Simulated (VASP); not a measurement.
# PbSe in VASP: settings compared

PbSe is run at these levels: LDA, PBEsol; tasks: single point.

Program: VASP 6.6.1. These are calculated values, not measurements. Logs are shortened: lines on timing, memory, paths and dates and some standing lists are left out, and cuts for length are marked.

## Step 1: The cell of the first run

The cell holds a slab with vacuum, 4 atoms: a = 4.473 Å, b = 4.473 Å, c = 12.562 Å, α = 100.23°, β = 100.23°, γ = 90.13°.

## Step 2: Single point, LDA (volume scaled by 1.04)

Input file INCAR:

```
SYSTEM = PbSe
PREC = Accurate
ENCUT = 520
EDIFF = 1E-7
ISMEAR = -1
SIGMA = 0.05
LREAL = .FALSE.
LASPH = .TRUE.
NELM = 80
ALGO = Normal
ISIF = 2
LWAVE = .FALSE.
LCHARG = .FALSE.
GGA = CA
NBANDS = 28
```

Input file KPOINTS:

```
regular mesh
0
G
  6 6 3
  0 0 0
```

Input file POSCAR:

```
PbSe
1.0
    4.4729872793      0.0000000000      0.0000000000
   -0.0104467110      4.4729750800      0.0000000000
   -2.2312702840     -2.2364875401     12.1587223602
Pb Se
2 2
Direct
    0.8068400000      0.8073040000      0.6184430000
    0.1854540000      0.1998100000      0.3823760000
    0.2873320000      0.3231460000      0.6231940000
    0.6842660000      0.6998950000      0.3779650000
```

Potentials or basis: VASP PAW LDA potentials, release 64 (Pb_d, Se).

Command:

```console
> cat potpaw_LDA.64/Pb_d/POTCAR potpaw_LDA.64/Se/POTCAR > POTCAR
> mpirun -np 1 vasp_std > vasp.out
```

OUTCAR:

```text
SYSTEM = PbSe
   PREC = Accurate
   ENCUT = 520
   EDIFF = 1E-7
   ISMEAR = -1
   LREAL = .FALSE.
   LASPH = .TRUE.
   NELM = 80
   ISIF = 2
   GGA = CA

 ion  position               nearest neighbor table
   1  0.807  0.807  0.618-   4 2.92   3 3.06   3 3.14   3 3.19   3 3.28
   2  0.185  0.200  0.382-   3 2.93   4 3.15   4 3.16   4 3.17   4 3.17
   3  0.287  0.323  0.623-   2 2.93   1 3.06   1 3.14   1 3.19   1 3.28
   4  0.684  0.700  0.378-   1 2.92   2 3.15   2 3.16   2 3.17   2 3.17

  LATTYP: Found a face centered orthorhombic cell.
 ALAT       =     6.3183680163
 B/A-ratio  =     1.0023382447
 C/A-ratio  =     3.8486907786

  Lattice vectors:

 A1 = (  -2.2417169950,   2.2364875399,  12.1587223602)
 A2 = (   2.2312702843,   2.2364875399,  12.1587223602)
 A3 = (  -0.0104467110,   4.4729750800,   0.0000000000)

Analysis of symmetry for initial positions (statically):
=====================================================================
 Subroutine PRICEL returns:
 Original cell was already a primitive cell.

 Routine SETGRP: Setting up the symmetry group for a
 face centered orthorhombic supercell.

 Subroutine GETGRP returns: Found  1 space group operations
 (whereof  1 operations were pure point group operations)
 out of a pool of  8 trial point group operations.

The static configuration has the point symmetry C_1 .

Analysis of symmetry for dynamics (positions and initial velocities):
=====================================================================
 Subroutine PRICEL returns:
 Original cell was already a primitive cell.

 Routine SETGRP: Setting up the symmetry group for a
 face centered orthorhombic supercell.

 Subroutine GETGRP returns: Found  1 space group operations
 (whereof  1 operations were pure point group operations)
 out of a pool of  8 trial point group operations.

The dynamic configuration has the point symmetry C_1 .

 Subroutine INISYM returns: Found  1 space group operations
 (whereof  1 operations are pure point group operations),
 and found     1 'primitive' translations

----------------------------------------------------------------------------------------

                                     Primitive cell

  volume of cell :     243.2664

  direct lattice vectors                    reciprocal lattice vectors
     4.472987279  0.000000000  0.000000000     0.223564240  0.000522138  0.041122742
    -0.010446711  4.472975080  0.000000000     0.000000000  0.223564849  0.041122742
    -2.231270284 -2.236487540 12.158722360     0.000000000  0.000000000  0.082245484

  length of vectors
     4.472987279  4.472987279 12.562442956     0.227315467  0.227315468  0.082245484

  position of ions in fractional coordinates (direct lattice)
     0.806840000  0.807304000  0.618443000
     0.185454000  0.199810000  0.382376000
     0.287332000  0.323146000  0.623194000
     0.684266000  0.699895000  0.377965000

  ion indices of the primitive-cell ions
   primitive index   ion index
                 1           1
                 2           2
                 3           3
                 4           4

----------------------------------------------------------------------------------------

 KPOINTS: regular mesh

Automatic generation of k-mesh.
 Grid dimensions read from file:
 generate k-points for:    6    6    3

 Generating k-lattice:

  Cartesian coordinates                     Fractional coordinates (reciprocal lattice)
     0.037260707  0.000087023  0.006853790     0.166666667  0.000000000 -0.000000000
     0.000000000  0.037260808  0.006853790     0.000000000  0.166666667  0.000000000
     0.000000000  0.000000000  0.027415161     0.000000000  0.000000000  0.333333333

  Length of vectors
     0.037885911  0.037885911  0.027415161

  Shift w.r.t. Gamma in fractional coordinates (k-lattice)
     0.000000000  0.000000000  0.000000000

 -----------------------------------------------------------------------------
|                                                                             |
|           W    W    AA    RRRRR   N    N  II  N    N   GGGG   !!!           |
|           W    W   A  A   R    R  NN   N  II  NN   N  G    G  !!!           |
|           W    W  A    A  R    R  N N  N  II  N N  N  G       !!!           |
|           W WW W  AAAAAA  RRRRR   N  N N  II  N  N N  G  GGG   !            |
|           WW  WW  A    A  R   R   N   NN  II  N   NN  G    G                |
|           W    W  A    A  R    R  N    N  II  N    N   GGGG   !!!           |
|                                                                             |
|     Your reciprocal lattice and k-lattice belong to different lattice       |
|     classes:                                                                |
|                                                                             |
|        The reciprocal lattice is body-centered orthorhombic,                |
[... 91 lines left out ...]

 E-fermi :   0.0596     XC(G=0):  -5.6635

 val. band max:       -0.6849882188   @ k =   0.0000   0.5000  -0.0000
 cond. band min:       0.7698027855   @ k =   0.0000   0.5000  -0.0000
 fundamental gap:      1.4547910043
 Fermi energy:         0.0596152322

 k-point     1 :       0.0000    0.0000    0.0000
  band No.  band energies     occupation
      1     -17.0041      2.00000
      2     -16.9368      2.00000
      3     -16.9327      2.00000
      4     -16.9269      2.00000
      5     -16.9264      2.00000
      6     -16.9206      2.00000
[... 20 lines left out ...]
     27       4.6492      0.00000
     28       4.7112      0.00000

 k-point     2 :       0.1667   -0.0000    0.0000
  band No.  band energies     occupation
      1     -16.9952      2.00000
      2     -16.9343      2.00000
      3     -16.9314      2.00000
      4     -16.9284      2.00000
      5     -16.9264      2.00000
      6     -16.9240      2.00000
[... 20 lines left out ...]
     27       4.1441      0.00000
     28       5.0930      0.00000

 k-point     3 :       0.3333    0.0000    0.0000
  band No.  band energies     occupation
      1     -16.9758      2.00000
      2     -16.9379      2.00000
      3     -16.9352      2.00000
      4     -16.9295      2.00000
      5     -16.9276      2.00000
      6     -16.9204      2.00000
[... 20 lines left out ...]
     27       4.5879      0.00000
     28       5.9900      0.00000

 k-point     4 :       0.5000   -0.0000    0.0000
  band No.  band energies     occupation
      1     -16.9629      2.00000
      2     -16.9436      2.00000
      3     -16.9391      2.00000
      4     -16.9310      2.00000
      5     -16.9283      2.00000
      6     -16.9173      2.00000
[... 20 lines left out ...]
     27       5.3515      0.00000
     28       5.7301      0.00000

 k-point     5 :       0.0000    0.1667    0.0000
  band No.  band energies     occupation
      1     -16.9952      2.00000
      2     -16.9338      2.00000
      3     -16.9318      2.00000
      4     -16.9286      2.00000
      5     -16.9262      2.00000
      6     -16.9241      2.00000
[... 20 lines left out ...]
     27       4.1441      0.00000
     28       5.0928      0.00000

 k-point     6 :       0.1667    0.1667    0.0000
  band No.  band energies     occupation
      1     -16.9890      2.00000
      2     -16.9364      2.00000
      3     -16.9309      2.00000
      4     -16.9294      2.00000
      5     -16.9259      2.00000
      6     -16.9238      2.00000
[... 463 lines left out ...]
      5     -16.9264      2.00000
      6     -16.9206      2.00000
[... 20 lines left out ...]
     27       4.6492      0.00000
     28       4.7112      0.00000

 k-point    22 :       0.1667   -0.0000    0.3333
  band No.  band energies     occupation
      1     -16.9952      2.00000
      2     -16.9343      2.00000
      3     -16.9314      2.00000
      4     -16.9284      2.00000
      5     -16.9264      2.00000
      6     -16.9239      2.00000
[... 20 lines left out ...]
     27       4.5017      0.00000
     28       5.0883      0.00000

 k-point    23 :       0.3333    0.0000    0.3333
  band No.  band energies     occupation
      1     -16.9758      2.00000
      2     -16.9379      2.00000
      3     -16.9352      2.00000
      4     -16.9295      2.00000
      5     -16.9276      2.00000
      6     -16.9205      2.00000
[... 20 lines left out ...]
     27       5.0107      0.00000
     28       5.4805      0.00000

 k-point    24 :       0.5000   -0.0000    0.3333
  band No.  band energies     occupation
      1     -16.9629      2.00000
      2     -16.9436      2.00000
      3     -16.9391      2.00000
      4     -16.9310      2.00000
      5     -16.9283      2.00000
      6     -16.9173      2.00000
[... 20 lines left out ...]
     27       5.3377      0.00000
     28       5.8914      0.00000

 [... further k-points ...]

------------------------ aborting loop because EDIFF is reached ----------------------------------------

  FORCE on cell =-STRESS in cart. coord.  units (eV):
  Direction    XX          YY          ZZ          XY          YZ          ZX
  --------------------------------------------------------------------------------------
  -------------------------------------------------------------------------------------
  Total       -4.5609765     -4.5785336     -3.8787219      0.0093928      0.0464935      0.2088459
  in kB      -30.0390597    -30.1546926    -25.5456606      0.0618621      0.3062107      1.3754809
  external PRESSURE =     -28.5798043 kB  Pullay stress =       0.0000000 kB

 VOLUME and BASIS-vectors are now :
 -----------------------------------------------------------------------------
  energy-cutoff  :      520.00
  volume of cell :      243.27
      direct lattice vectors                 reciprocal lattice vectors
     4.472987279  0.000000000  0.000000000     0.223564240  0.000522138  0.041122742
    -0.010446711  4.472975080  0.000000000     0.000000000  0.223564849  0.041122742
    -2.231270284 -2.236487540 12.158722360     0.000000000  0.000000000  0.082245484

 POSITION                                       TOTAL-FORCE (eV/Angst)
 -----------------------------------------------------------------------------------
      2.22064      2.22791      7.51948         0.053308     -0.016807     -0.693862
     -0.02574      0.03857      4.64920        -0.008389     -0.017629      0.714093
     -0.10866      0.05166      7.57724         0.017915      0.032361     -0.623085
      2.21006      2.28530      4.59557        -0.062834      0.002075      0.602855
 -----------------------------------------------------------------------------------
    total drift:                                0.000517      0.000506      0.000166

  FREE ENERGIE OF THE ION-ELECTRON SYSTEM (eV)
  ---------------------------------------------------
  free  energy   TOTEN  =       -17.9927708543 eV

  energy  without entropy=      -17.9927706989  energy(sigma->0) =      -17.99277078
```

It took 8 min on 1 thread of Oxide Virtual Turin-like, shared host; peak memory 0.46 GiB.

What came out:

```
Free energy            : -17.9928 eV
Largest force          : 0.714 eV/Å
Band gap on the k mesh : 1.45 eV, direct
```

Forces on the atoms (eV/Å):
```
Pb   0.053 -0.017 -0.694
Pb  -0.008 -0.018  0.714
Se   0.018  0.032 -0.623
Se  -0.063  0.002  0.603
```

Caveat: the cell differs from its parent crystal (volume scaled by 1.04); spin-orbit coupling is left out, which moves the levels of the heavy elements.

## Step 3: Single point, LDA

This run uses another cell than the first one, of 57.31 Å³/atom, 0.942 times its volume.

Input file INCAR:

```
  ALGO = Normal
  EDIFF = 1E-6
  ENCUT = 520
  ISIF = 2
  ISMEAR = -1
  LASPH = T
  LCHARG = T
  LELF = T
  LREAL = F
  LVHAR = T
  LWAVE = F
  NBANDS = 28
  NELM = 60
  PREC = Accurate
  SIGMA = 0.05
```

Input file KPOINTS:

```
k-points
0
Gamma
  6 6 3
```

Input file POSCAR:

```
PbSe
1.0
    4.3852589327      0.0000000000      0.0000000000
   -0.0102418205      4.3852469728      0.0000000000
   -2.1875085560     -2.1926234864     11.9202542980
Pb Se
2 2
Direct
    0.8068400000      0.8073040000      0.6184430000
    0.1854540000      0.1998100000      0.3823760000
    0.2873320000      0.3231460000      0.6231940000
    0.6842660000      0.6998950000      0.3779650000
```

Potentials or basis: VASP PAW LDA potentials, release 64 (Pb_d, Se).

Command:

```console
> cat potpaw_LDA.64/Pb_d/POTCAR potpaw_LDA.64/Se/POTCAR > POTCAR
> mpirun -np 1 vasp_std > vasp.out
```

Run time: 8.1 min. Hardware: 1 thread of Oxide Virtual Turin-like, shared host; peak memory 0.44 GiB.

Results (log left out):

- Free energy: -18.1993 eV
- Largest force: 0.466 eV/Å
- Band gap on the k mesh: 1.46 eV, direct

Forces on the atoms (eV/Å):
```
Pb  -0.006  0.016 -0.444
Pb   0.004 -0.016  0.466
Se   0.076 -0.003 -0.418
Se  -0.074  0.002  0.395
```

Levels at points of the mesh, in eV from the valence-band top:
| k point | band 18 | band 19 | band 20 | band 21 | band 22 | band 23 |
| --- | --- | --- | --- | --- | --- | --- |
| (0.00, 0.00, 0.00) | -1.35 | -1.34 | -0.42 | 2.03 | 4.08 | 4.48 |
| (0.50, 0.00, 0.00) | -0.77 | -0.05 | -0.02 | 1.48 | 1.51 | 2.37 |
| (0.00, 0.50, 0.00) | -0.81 | -0.05 | 0.00 | 1.46 | 1.51 | 2.44 |
| (0.50, 0.50, 0.00) | -2.76 | -1.33 | -1.32 | 3.50 | 3.54 | 5.09 |

Caveat: spin-orbit coupling is left out, which moves the levels of the heavy elements.

## Step 4: Single point, PBEsol

This run uses another cell than the first one, of 57.31 Å³/atom, 0.942 times its volume.

Input file INCAR:

```
PREC = Accurate
ENCUT = 520
EDIFF = 1E-6
ISMEAR = -1
SIGMA = 0.05
LREAL = False
LASPH = True
NELM = 80
ALGO = Normal
ISIF = 2
LWAVE = False
LCHARG = True
GGA = PS
LELF = True
LVHAR = True
NBANDS = 28
```

Input file KPOINTS:

```
Automatic mesh
0
Gamma
  6 6 3
```

POSCAR is that of step 3.

Potentials or basis: VASP PAW PBE potentials, release 64 (Pb_d, Se).

Command:

```console
> cat potpaw_PBE.64/Pb_d/POTCAR potpaw_PBE.64/Se/POTCAR > POTCAR
> mpirun -np 1 vasp_std > vasp.out
```

Run time: 11 min. Hardware: 1 thread of Oxide Virtual Turin-like, shared host; peak memory 0.5 GiB.

The run converged. Its results:

* Free energy: -17.3338 eV
* Largest force: 0.363 eV/Å
* Band gap on the k mesh: 1.51 eV, direct

Forces in eV/Å, atoms in the order of the input:
```
Pb  -0.025  0.027 -0.340
Pb   0.005 -0.014  0.363
Se   0.093 -0.014 -0.303
Se  -0.073  0.001  0.280
```

Levels at points of the mesh, in eV from the valence-band top:
```tsv
k point	band 17	band 18	band 19	band 20	band 21	band 22	band 23	band 24
(0.00, 0.00, 0.00)	-2.29	-1.35	-1.34	-0.43	2.12	4.00	4.47	4.87
(0.50, 0.00, 0.00)	-0.91	-0.78	-0.05	-0.02	1.53	1.56	2.42	2.59
(0.00, 0.50, 0.00)	-0.88	-0.82	-0.04	0.00	1.51	1.57	2.49	2.55
(0.50, 0.50, 0.00)	-2.77	-2.76	-1.33	-1.32	3.57	3.60	5.10	5.13
```

Caveat: the PAW data sets were made with another functional, which shifts forces and pressure a little; spin-orbit coupling is left out, which moves the levels of the heavy elements.

## Step 5: Single point, PBEsol

This run uses another cell than the first one, of 59.65 Å³/atom, 0.981 times its volume.

Input file INCAR:

```
SYSTEM = PbSe
ALGO = Normal
EDIFF = 1E-6
ENCUT = 520
GGA = PS
ISIF = 2
ISMEAR = -1
LASPH = .True.
LCHARG = .True.
LELF = .True.
LREAL = .False.
LVHAR = .True.
LWAVE = .False.
NBANDS = 28
NELM = 100
PREC = Accurate
SIGMA = 0.05
```

Input file KPOINTS:

```
k-points
0
Gamma
  6 6 3
  0 0 0
```

Input file POSCAR:

```
PbSe
1.0
    4.4441284934      0.0000000000      0.0000000000
   -0.0103793110      4.4441163729      0.0000000000
   -2.2168745911     -2.2220581865     12.0802768063
Pb Se
2 2
Direct
    0.8068400000      0.8073040000      0.6184430000
    0.1854540000      0.1998100000      0.3823760000
    0.2873320000      0.3231460000      0.6231940000
    0.6842660000      0.6998950000      0.3779650000
```

Command:

```console
> cat potpaw_PBE.64/Pb_d/POTCAR potpaw_PBE.64/Se/POTCAR > POTCAR
> mpirun -np 1 vasp_std > vasp.out
```

Run time: 9.2 min. Hardware: 1 thread of Oxide Virtual Turin-like, shared host; peak memory 0.52 GiB.

Results (log left out):

```
Free energy            : -17.2434 eV
Largest force          : 0.540 eV/Å
Band gap on the k mesh : 1.51 eV, direct
```

Forces in eV/Å, atoms in the order of the input:
```
Pb   0.017  0.004 -0.518
Pb  -0.004 -0.015  0.540
Se   0.053  0.010 -0.449
Se  -0.066  0.000  0.428
```

Levels at points of the mesh, in eV from the valence-band top:
```tsv
k point	band 16	band 17	band 18	band 19	band 20	band 21	band 22	band 23	band 24	band 25
(0.00, 0.00, 0.00)	-2.13	-2.11	-1.22	-1.20	-0.36	2.15	4.07	4.54	4.76	4.90
(0.50, 0.00, 0.00)	-1.47	-0.80	-0.68	-0.04	-0.02	1.53	1.55	2.43	2.60	2.90
(0.00, 0.50, 0.00)	-1.52	-0.77	-0.72	-0.04	0.00	1.51	1.56	2.49	2.55	2.94
(0.50, 0.50, 0.00)	-3.69	-2.57	-2.56	-1.22	-1.20	3.52	3.55	5.15	5.17	5.47
```

Caveat: the PAW data sets were made with another functional, which shifts forces and pressure a little; spin-orbit coupling is left out, which moves the levels of the heavy elements.

## Step 6: The runs side by side

```tsv
level	potentials or basis	cell	gap on the mesh (eV)	largest force (eV/Å)
LDA	VASP PAW LDA potentials, release 64 (Pb_d, Se)	a = 4.473, b = 4.473, c = 12.562 Å, angles 100.2, 100.2, 90.1°, 4 atoms	1.45	0.71
LDA	VASP PAW LDA potentials, release 64 (Pb_d, Se)	a = 4.385, b = 4.385, c = 12.316 Å, angles 100.2, 100.2, 90.1°, 4 atoms	1.46	0.47
PBEsol	VASP PAW PBE potentials, release 64 (Pb_d, Se)	a = 4.385, b = 4.385, c = 12.316 Å, angles 100.2, 100.2, 90.1°, 4 atoms	1.51	0.36
PBEsol	VASP PAW PBE potentials, release 64 (Pb_d, Se)	a = 4.444, b = 4.444, c = 12.481 Å, angles 100.2, 100.2, 90.1°, 4 atoms	1.51	0.54
```

Alike in all rows: task single point; no spin polarisation; k mesh 6 × 6 × 3; cutoff (eV) 520; smearing fermi-dirac 0.05 eV.

Caveats: spin-orbit coupling is left out, which moves the levels of the heavy elements; the PAW data sets were made with another functional, which shifts forces and pressure a little (some runs).

Absolute energies hang on the potentials; compare differences alone.
